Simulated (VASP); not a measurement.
Ca2Ge3N: single point with PBE

The system is Ca2Ge3N.

```
CELL_PARAMETERS angstrom
3.55369 0.00000 0.00000
-1.77685 3.07759 0.00000
0.00000 0.00000 11.29011
ATOMIC_POSITIONS crystal
Ca 0.66667 0.33333 0.88877
Ca 0.33333 0.66667 0.11123
Ge 0.66667 0.33333 0.34952
Ge 0.33333 0.66667 0.65048
Ge 0.00000 0.00000 0.50000
N 0.00000 0.00000 0.00000
```

The cell was generated, and may not be a known phase.

```json
{
 "Program": "VASP 6.6.1",
 "Task": "single point",
 "Functional": "PBE",
 "Potentials or basis": "VASP PAW PBE potentials, release 64 (Ca_sv, Ge_d, N)",
 "Cutoff": "520 eV",
 "k mesh": "6 × 6 × 4",
 "Occupations": "gaussian, width 0.1 eV",
 "Spin": "no spin polarisation",
 "Dipole correction": "no",
 "Further INCAR settings": "ALGO = Normal; EDIFF = 1e-07; NBANDS = 42"
}
```

| Quantity | Value |
| --- | --- |
| Pressure | 0.2 GPa |
| Largest force | 0.043 eV/Å |
| Band gap on the k mesh | zero (an odd number of electrons rules out a gap without spin polarisation) |

Forces in eV/Å, atoms in the order of the input:
```
Ca   0.000  0.000 -0.043
Ca   0.000  0.000  0.043
Ge   0.000  0.000 -0.015
Ge   0.000  0.000  0.015
Ge   0.000  0.000  0.000
N    0.000  0.000  0.000
```

Levels at points of the mesh, in eV from the Fermi level:
```csv
k point,band 32,band 33,band 34,band 35,band 36,band 37
"(0.00, 0.00, 0.00)",1.27,1.78,1.78,3.00,3.00,4.11
"(0.50, 0.00, 0.00)",-1.07,-0.89,-0.74,0.46,1.77,1.96
"(0.00, 0.00, 0.50)",1.77,1.77,2.49,3.05,3.06,3.06
"(0.50, 0.00, 0.50)",-0.92,-0.82,-0.81,0.62,1.79,1.92
```

Run time: 9.1 min on 1 thread of Intel Xeon 8259CL, with other jobs on the host, peak memory 0.31 GiB.
